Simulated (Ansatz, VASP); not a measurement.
## NaH: VASP beside Ansatz

```
Na H
1.0
     0.00000    2.39569    2.39569
     2.39569    0.00000    2.39569
     2.39569    2.39569    0.00000
Na H
1 1
Direct
  0.00000 0.00000 0.00000
  0.50000 0.50000 0.50000
```

Alike in both runs: task relaxation of cell and atoms; functional PBEsol; k mesh 8 × 8 × 8; no spin polarisation.

```csv
,VASP,Ansatz
version,VASP 6.6.1,Ansatz 0.2.0
potentials or method,"VASP PAW PBE potentials, release 64 (Na_pv, H), cutoff 500 eV","scalar-relativistic, plane waves, PAW"
occupations,"gaussian, width 0.01 eV",fixed
valence electrons in the cell,8,10
```

```tsv
	VASP	Ansatz	Ansatz less VASP
gap on the k mesh at the Fermi level, each at its own relaxed structure (eV)	3.61	3.61	+0.001
relaxed volume (Å³/atom)	13.74	13.75	+0.014
relaxed length of the cell vector where the two differ most in proportion (Å)	3.387	3.388	+0.0012
```

VASP's potentials were made for PBE, not for PBEsol. VASP's potentials hold 8 valence electrons a cell and Ansatz's 10, so a difference there can come from the potentials and not from the codes.
